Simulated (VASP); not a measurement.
# CsH (Fm-3m) in VASP: notebook

Runs on CsH. Level: r2SCAN. Tasks: relaxation of cell and atoms.

Everything below comes from runs of VASP 6.6.1. Logs are shortened: lines on timing, memory, paths and dates and some standing lists are left out, and cuts for length are marked.

## 1. The cell of the first run

The structure is cubic, space group Fm-3m (No. 225). Conventional cell: a = 4.926 Å, b = 4.926 Å, c = 4.926 Å, α = 90.00°, β = 90.00°, γ = 90.00°. Cs (site symmetry m-3m) has 6 H at 2.46 Å within 3.3 Å. H (site symmetry m-3m) has 6 Cs at 2.46 Å within 3.3 Å.

## 2. Relaxation of cell and atoms, r2SCAN, target pressure 50 GPa, at which the enthalpy is minimised

The input, POSCAR:

```
CsH
1.0
    0.0000000000      2.4629542662      2.4629542662
    2.4629542662      0.0000000000      2.4629542662
    2.4629542662      2.4629542662      0.0000000000
Cs H
1 1
Direct
    0.0000000000      0.0000000000      0.0000000000
    0.5000000000      0.5000000000      0.5000000000
```

The input, INCAR.step1:

```
PREC     = Accurate       # precision mode
ENCUT    = 600            # plane-wave cutoff, eV
ISMEAR   = 0              # smearing method
SIGMA    = 0.02           # smearing width, eV
LREAL    = F              # projectors in reciprocal space
LASPH    = T              # aspherical terms in the spheres
NELM     = 80             # most SCF steps
GGA      = PE             # functional
ALGO     = Normal         # electronic algorithm
EDIFF    = 1E-4           # SCF threshold, eV
LWAVE    = T              # write WAVECAR
LCHARG   = F              # write CHGCAR
```

The input, INCAR.step2:

```
PREC     = Accurate       # precision mode
ENCUT    = 600            # plane-wave cutoff, eV
EDIFF    = 1E-6           # SCF threshold, eV
ISMEAR   = 0              # smearing method
SIGMA    = 0.02           # smearing width, eV
LREAL    = F              # projectors in reciprocal space
LASPH    = T              # aspherical terms in the spheres
NELM     = 80             # most SCF steps
ALGO     = Normal         # electronic algorithm
ISIF     = 3              # what is computed and relaxed
LWAVE    = F              # write WAVECAR
LCHARG   = F              # write CHGCAR
METAGGA  = R2SCAN         # meta-GGA
LMIXTAU  = T            
IBRION   = 2              # ionic algorithm
NSW      = 70             # ionic steps
EDIFFG   = -0.008         # ionic threshold
PSTRESS  = 500.0        
ISTART   = 1
```

The input, KPOINTS:

```
Automatic mesh
0
Gamma
  10 10 10
```

Potentials or basis: VASP PAW PBE potentials, release 64 (Cs_sv, H).

Started as:

```
cat potpaw_PBE.64/Cs_sv/POTCAR potpaw_PBE.64/H/POTCAR > POTCAR
cp INCAR.step1 INCAR
mpirun -np 1 vasp_std > vasp.out
cp INCAR.step2 INCAR
mpirun -np 1 vasp_std > vasp.out
```

OUTCAR:

```text
PREC = Accurate
   ENCUT = 600
   EDIFF = 1E-6
   ISMEAR = 0
   LREAL = F
   LASPH = T
   NELM = 80
   ISIF = 3
   METAGGA = R2SCAN
   IBRION = 2
   NSW = 70
   EDIFFG = -0.008
   PSTRESS = 500.0
   ISTART = 1

 ion  position               nearest neighbor table
   1  0.000  0.000  0.000-
   2  0.500  0.500  0.500-

  LATTYP: Found a face centered cubic cell.
 ALAT       =     4.9259085324

  Lattice vectors:

 A1 = (   0.0000000000,   2.4629542662,   2.4629542662)
 A2 = (   2.4629542662,   0.0000000000,   2.4629542662)
 A3 = (   2.4629542662,   2.4629542662,   0.0000000000)

Analysis of symmetry for initial positions (statically):
=====================================================================
 Subroutine PRICEL returns:
 Original cell was already a primitive cell.

 Routine SETGRP: Setting up the symmetry group for a
 face centered cubic supercell.

 Subroutine GETGRP returns: Found 48 space group operations
 (whereof 48 operations were pure point group operations)
 out of a pool of 48 trial point group operations.

The static configuration has the point symmetry O_h .

Analysis of symmetry for dynamics (positions and initial velocities):
=====================================================================
 Subroutine PRICEL returns:
 Original cell was already a primitive cell.

 Routine SETGRP: Setting up the symmetry group for a
 face centered cubic supercell.

 Subroutine GETGRP returns: Found 48 space group operations
 (whereof 48 operations were pure point group operations)
 out of a pool of 48 trial point group operations.

The dynamic configuration has the point symmetry O_h .

 Subroutine INISYM returns: Found 48 space group operations
 (whereof 48 operations are pure point group operations),
 and found     1 'primitive' translations

----------------------------------------------------------------------------------------

                                     Primitive cell

  volume of cell :      29.8813

  direct lattice vectors                    reciprocal lattice vectors
     0.000000000  2.462954266  2.462954266    -0.203008236  0.203008236  0.203008236
     2.462954266  0.000000000  2.462954266     0.203008236 -0.203008236  0.203008236
     2.462954266  2.462954266  0.000000000     0.203008236  0.203008236 -0.203008236

  length of vectors
     3.483143327  3.483143327  3.483143327     0.351620578  0.351620578  0.351620578

  position of ions in fractional coordinates (direct lattice)
     0.000000000  0.000000000  0.000000000
     0.500000000  0.500000000  0.500000000

  ion indices of the primitive-cell ions
   primitive index   ion index
                 1           1
                 2           2

----------------------------------------------------------------------------------------

 KPOINTS: Automatic mesh

Automatic generation of k-mesh.
 Grid dimensions read from file:
 generate k-points for:   10   10   10

 Generating k-lattice:

  Cartesian coordinates                     Fractional coordinates (reciprocal lattice)
    -0.020300824  0.020300824  0.020300824     0.100000000  0.000000000  0.000000000
     0.020300824 -0.020300824  0.020300824     0.000000000  0.100000000  0.000000000
     0.020300824  0.020300824 -0.020300824     0.000000000  0.000000000  0.100000000

  Length of vectors
     0.035162058  0.035162058  0.035162058

  Shift w.r.t. Gamma in fractional coordinates (k-lattice)
     0.000000000  0.000000000  0.000000000

 Subroutine IBZKPT returns following result:
 ===========================================

 Found     47 irreducible k-points:

 Following reciprocal coordinates:
            Coordinates               Weight
  0.000000  0.000000  0.000000      1.000000
  0.100000  0.000000  0.000000      8.000000
  0.200000  0.000000  0.000000      8.000000
  0.300000  0.000000  0.000000      8.000000
  0.400000  0.000000  0.000000      8.000000
  0.500000  0.000000  0.000000      4.000000
[... 16 lines left out ...]
  0.300000  0.300000  0.000000      6.000000
  0.400000  0.300000  0.000000     24.000000
 [... further k-points ...]
   k-points           NKPTS =     47   k-points in BZ     NKDIM =     47   number of bands    NBANDS=      9
   number of dos      NEDOS =    301   number of ions     NIONS =      2
   total plane-waves  NPLWV =  21952
   dimension x,y,z NGX =    28 NGY =   28 NGZ =   28
   dimension x,y,z NGXF=    56 NGYF=   56 NGZF=   56
   ions per type =               1   1
   NGX,Y,Z   is equivalent  to a cutoff of  13.36, 13.36, 13.36 a.u.
   NGXF,Y,Z  is equivalent  to a cutoff of  26.73, 26.73, 26.73 a.u.
 SYSTEM =  unknown system
   PREC   = accura    normal or accurate (medium, high low for compatibility)
   ISTART =      1    job   : 0-new  1-cont  2-samecut
   ICHARG =      0    charge: 1-file 2-atom 10-const
   ISPIN  =      1    spin polarized calculation?
   LNONCOLLINEAR =      F non collinear calculations
   LSORBIT =      F    spin-orbit coupling
   LASPH  =      T    aspherical Exc in radial PAW
   ENCUT  =  600.0 eV  44.10 Ry    6.64 a.u.   6.96  6.96  6.96*2*pi/ulx,y,z
   NELM   =     80;   NELMIN=  2; NELMDL=  0     # of ELM steps
   EDIFF  = 0.1E-05   stopping-criterion for ELM
   LREAL  =      F    real-space projection
   EDIFFG = -.8E-02   stopping-criterion for IOM
   NSW    =     70    number of steps for IOM
   IBRION =      2    ionic relax: 0-MD 1-quasi-New 2-CG
   NFREE  =      1    steps in history (QN), initial steepest desc. (CG)
   ISIF   =      3    stress and relaxation
   ISYM   =      2    0-nonsym 1-usesym 2-fastsym
   POTIM  = 0.5000    time-step for ionic-motion
   TEBEG  =    0.0;   TEEND  =   0.0 temperature during run
   PSTRESS=  500.0 pullay stress
   NELECT =      10.0000    total number of electrons
   NUPDOWN=      -1.0000    fix difference up-down
   EMIN   =  10.00;   EMAX   =-10.00  energy-range for DOS
   EFERMI =   0.00;   METHOD = LEGACY
   ISMEAR =     0;   SIGMA  =   0.02  broadening in eV -4-tet -1-fermi 0-gaus
   EFERMI_NEDOS =   21; number of points for ismear=-14 and -15
   IALGO  =     38    algorithm
   IMIX   =      4    mixing-type and parameters
     AMIX     =   0.40;   BMIX     =  1.00
     AMIX_MAG =   1.60;   BMIX_MAG =  1.00
  volume/ion in A,a.u.               =      14.94       100.82
  Fermi-wavevector in a.u.,A,eV,Ry     =   1.136602  2.147867 17.576884  1.291865
  Thomas-Fermi vector in A             =   2.273307
   LORBIT       =      0    0 simple, 1 ext, 2 COOP (PROOUT), +10 PAW based schemes
   METAGGA = R2SCAN    functional components
   LHFCALC =     F    Hartree Fock is set to
   AEXX    =    0.0000 exact exchange contribution
   IVDW    =     0    specifies the selected vdW correction
   LEPSILON=     F    determine dielectric tensor
   LRPA    =     F    only Hartree local field effects (RPA)
 conjugate gradient relaxation of ions
 non-spin polarized calculation
 Gauss-broadening in eV      SIGMA  =   0.02
  energy-cutoff  :      600.00
  volume of cell :       29.88
 maximum number of plane-waves:      1010
   NGX = 13   NGY = 13   NGZ = 13

--------------------------------------- Ionic step        1  -------------------------------------------

 number of electron       9.9999999 magnetization

 Free energy of the ion-electron system (eV)
  ---------------------------------------------------
  ext. energy  EPLUGINS =         0.00000000
  ---------------------------------------------------
  free energy    TOTEN  =       -26.99825298 eV

  energy without entropy =      -26.99825298  energy(sigma->0) =      -26.99825298

------------------------ aborting loop because EDIFF is reached ----------------------------------------

  FORCE on cell =-STRESS in cart. coord.  units (eV):
  Direction    XX          YY          ZZ          XY          YZ          ZX
  --------------------------------------------------------------------------------------
  -------------------------------------------------------------------------------------
  Total        6.4903486      6.4903486      6.4903486      0.0000000     -0.0000000      0.0000000
  in kB      348.0002565    348.0002565    348.0002565      0.0000000     -0.0000000      0.0000000
  external PRESSURE =    -151.9997435 kB  Pullay stress =     500.0000000 kB
[... 99 lines left out ...]
  enthalpy is  TOTEN    =       -17.8308181837 eV   P V=        8.3715652542

--------------------------------------- Ionic step        4  -------------------------------------------

 number of electron      10.0000000 magnetization

 Free energy of the ion-electron system (eV)
  ---------------------------------------------------
  ext. energy  EPLUGINS =         0.00000000
  ---------------------------------------------------
  free energy    TOTEN  =       -26.18404507 eV

  energy without entropy =      -26.18400911  energy(sigma->0) =      -26.18402709

 E-fermi :   7.0168     XC(G=0): -11.8680

 val. band max:        6.8204844400   @ k =   0.5000   0.5000   0.0000
 cond. band min:       7.0263690166   @ k =   0.5000   0.0000   0.0000
 fundamental gap:      0.2058845766
 Fermi energy:         7.0168290093

 k-point     1 :       0.0000    0.0000    0.0000
  band No.  band energies     occupation
      1     -18.4282      2.00000
      2      -0.8369      2.00000
      3      -0.8369      2.00000
      4      -0.8369      2.00000
      5       4.1532      2.00000
      6      11.5577      0.00000
      7      11.5577      0.00000
      8      11.5577      0.00000
      9      15.9610      0.00000
[... 265 lines left out ...]
 k-point    24 :       0.4000    0.3000    0.0000
  band No.  band energies     occupation
      1     -16.7770      2.00000
      2      -5.4899      2.00000
      3      -2.9868      2.00000
      4      -2.6393      2.00000
      5       2.8409      2.00000
      6       7.8450      0.00000
      7      15.3492      0.00000
      8      15.7750      0.00000
      9      17.2389      0.00000

 [... further k-points ...]
[... 5 lines left out ...]
  --------------------------------------------------------------------------------------
  -------------------------------------------------------------------------------------
  Total        8.3642517      8.3642517      8.3642517     -0.0000000      0.0000000      0.0000000
  in kB      500.6622764    500.6622764    500.6622764     -0.0000000      0.0000000      0.0000000
  external PRESSURE =       0.6622764 kB  Pullay stress =     500.0000000 kB
[... 17 lines left out ...]
  FREE ENERGIE OF THE ION-ELECTRON SYSTEM (eV)
  ---------------------------------------------------
  free  energy   TOTEN  =       -26.1840450738 eV

  energy  without entropy=      -26.1840091096  energy(sigma->0) =      -26.18402709

  enthalpy is  TOTEN    =       -17.8308575869 eV   P V=        8.3531874869

 reached required accuracy - stopping structural energy minimisation
```

Wall time 4.6 min (1 thread of Oxide Virtual Turin-like, shared host); peak memory 0.15 GiB.

Results:

* Free energy: -26.1840 eV
* Relaxed volume: 13.38 Å³/atom
* Relaxed cell: a = 3.358 Å, b = 3.358 Å, c = 3.358 Å, α = 60.00°, β = 60.00°, γ = 60.00°
* Space group after relaxing (to 0.1 Å): Fm-3m (No. 225)
* Energy change on relaxing (the run minimises the enthalpy): +407.1 meV/atom
* Ionic steps: 4
* Pressure after relaxing: 50.1 GPa
* Band gap on the k mesh: zero (bands 5 and 6 overlap by 0.21 eV)

The path:
```csv
step,energy change (eV),largest force (eV/Å),pressure (GPa),volume (Å³)
1,0.0000,0.0000,34.80,29.88
2,1.7768,0.0000,69.73,24.16
3,0.7959,0.0000,49.72,26.83
4,0.8142,0.0000,50.07,26.77
```

Final structure:
```xyz
2
Lattice="0.0000 2.3742 2.3742 2.3742 0.0000 2.3742 2.3742 2.3742 0.0000" Properties=species:S:1:pos:R:3 pbc="T T T"
Cs    4.7484    2.3742    2.3742
H     2.3742    2.3742    2.3742
```

Caveat: the cell is relaxed towards a set pressure, so the run minimises the enthalpy, not the energy; the PAW data sets were made with another functional, which shifts forces and pressure a little; spin-orbit coupling is left out, which moves the levels of the heavy elements.

## 3. Relaxation of cell and atoms, r2SCAN, target pressure 4 GPa, at which the enthalpy is minimised

This run uses another cell than the first one, of 27.36 Å³/atom.

The input, POSCAR:

```
CsH
1.0
    0.0000000000      3.0131917704      3.0131917704
    3.0131917704      0.0000000000      3.0131917704
    3.0131917704      3.0131917704      0.0000000000
Cs H
1 1
Direct
    0.0000000000      0.0000000000      0.0000000000
    0.5000000000      0.5000000000      0.5000000000
```

The input, INCAR.step1:

```
SYSTEM = CsH
PREC     = Accurate       ! precision mode
ENCUT    = 600            ! plane-wave cutoff, eV
ISMEAR   = 0              ! smearing method
SIGMA    = 0.02           ! smearing width, eV
LREAL    = .False.        ! projectors in reciprocal space
LASPH    = .True.         ! aspherical terms in the spheres
NELM     = 80             ! most SCF steps
GGA      = PE             ! functional
ALGO     = Normal         ! electronic algorithm
EDIFF    = 1E-4           ! SCF threshold, eV
LWAVE    = .True.         ! write WAVECAR
LCHARG   = .False.        ! write CHGCAR
```

The input, INCAR.step2:

```
SYSTEM = CsH
PREC     = Accurate       ! precision mode
ENCUT    = 600            ! plane-wave cutoff, eV
EDIFF    = 1E-7           ! SCF threshold, eV
ISMEAR   = 0              ! smearing method
SIGMA    = 0.02           ! smearing width, eV
LREAL    = .False.        ! projectors in reciprocal space
LASPH    = .True.         ! aspherical terms in the spheres
NELM     = 80             ! most SCF steps
ALGO     = Normal         ! electronic algorithm
ISIF     = 3              ! what is computed and relaxed
LWAVE    = .False.        ! write WAVECAR
LCHARG   = .False.        ! write CHGCAR
METAGGA  = R2SCAN         ! meta-GGA
LMIXTAU  = .True.       
IBRION   = 2              ! ionic algorithm
NSW      = 70             ! ionic steps
EDIFFG   = -0.008         ! ionic threshold
PSTRESS  = 40.0         
ISTART   = 1
```

The input, KPOINTS:

```
regular mesh
0
Gamma
  8 8 8
  0 0 0
```

Potentials or basis: VASP PAW PBE potentials, release 64 (Cs_sv, H).

Started as:

```
cat potpaw_PBE.64/Cs_sv/POTCAR potpaw_PBE.64/H/POTCAR > POTCAR
cp INCAR.step1 INCAR
mpirun -np 1 vasp_std > vasp.out
cp INCAR.step2 INCAR
mpirun -np 1 vasp_std > vasp.out
```

Run time: 7.5 min. Hardware: 1 thread of Oxide Virtual Turin-like, shared host; peak memory 0.2 GiB.

The run converged. Its results:

```
Free energy                                                : -28.8397 eV
Relaxed volume                                             : 25.32 Å³/atom
Relaxed cell                                               : a = 4.153 Å, b = 4.153 Å, c = 4.153 Å, α = 60.00°, β = 60.00°, γ = 60.00°
Space group after relaxing (to 0.1 Å)                      : Fm-3m (No. 225)
Energy change on relaxing (the run minimises the enthalpy) : +40.1 meV/atom
Ionic steps                                                : 4
Pressure after relaxing                                    : 4.0 GPa
Band gap on the k mesh                                     : 2.27 eV
```

The path:
```csv
step,energy change (eV),largest force (eV/Å),pressure (GPa),volume (Å³)
1,0.0000,0.0000,2.40,54.72
2,0.0371,0.0000,3.17,52.57
3,0.0767,0.0000,3.94,50.79
4,0.0802,0.0000,4.00,50.64
```

Final structure:
```
CELL_PARAMETERS angstrom
0.00000 2.93650 2.93650
2.93650 0.00000 2.93650
2.93650 2.93650 0.00000
ATOMIC_POSITIONS crystal
Cs 0.00000 0.00000 0.00000
H 0.50000 0.50000 0.50000
```

Levels at points of the mesh, in eV from the valence-band top:
| k point | band 2 | band 3 | band 4 | band 5 | band 6 | band 7 | band 8 | band 9 |
| --- | --- | --- | --- | --- | --- | --- | --- | --- |
| (0.00, 0.00, 0.00) | -8.08 | -8.08 | -8.08 | -2.19 | 5.55 | 5.55 | 5.55 | 7.27 |
| (0.50, 0.00, 0.00) | -9.72 | -8.26 | -8.26 | 0.00 | 2.27 | 5.02 | 5.02 | 8.67 |
| (0.50, 0.50, 0.00) | -9.45 | -8.61 | -8.61 | -2.02 | 2.84 | 7.27 | 9.81 | 9.88 |

Caveat: the cell is relaxed towards a set pressure, so the run minimises the enthalpy, not the energy; the PAW data sets were made with another functional, which shifts forces and pressure a little; spin-orbit coupling is left out, which moves the levels of the heavy elements.

The gap in the log of VASP goes by the Fermi energy; the results here count the filled bands.